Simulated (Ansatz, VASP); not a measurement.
**Mg3CdS2 in VASP and in Ansatz**

```
CELL_PARAMETERS angstrom
4.16280 0.00000 0.00000
-2.08140 3.60509 0.00000
0.00000 0.00000 7.78058
ATOMIC_POSITIONS crystal
Mg 0.00000 0.00000 0.50000
Mg 0.33333 0.66667 0.00000
Mg 0.33333 0.66667 0.50000
Cd 0.00000 0.00000 0.00000
S 0.66667 0.33333 0.23545
S 0.66667 0.33333 0.76455
```

Change from the starting cell: species swapped into the Ce2NiGe3 type (P-6m2, No. 187).

Alike in both runs: task single point; functional PBE; k mesh 6 × 6 × 2; occupations gaussian, width 0.1 eV; no spin polarisation.

```csv
,VASP,Ansatz
version,VASP 6.6.1,Ansatz 0.2.0
potentials or method,"VASP PAW PBE potentials, release 64 (Mg, Cd, S), cutoff 520 eV","scalar-relativistic, plane waves, PAW"
valence electrons in the cell,30,62
```

|  | VASP | Ansatz | Ansatz less VASP |
| --- | --- | --- | --- |
| gap on the k mesh at the Fermi level (eV) | none | none | - |
| pressure (GPa) | 12.1 | 12.1 | -0.07 |
| traceless stress, the component that is largest in VASP (GPa) | -12.95 | -12.88 | +0.068 |
| rms of the force components (eV/Å) | 0.261 | 0.254 | -0.0065 |

Atom by atom the forces differ by 0.006 eV/Å (rms over components). A gap of «none» marks a metal or a gap that the smearing closes. VASP's potentials hold 30 valence electrons a cell and Ansatz's 62, so a difference there can come from the potentials and not from the codes.

The k mesh is coarse, so the values compare programs but aren't converged.
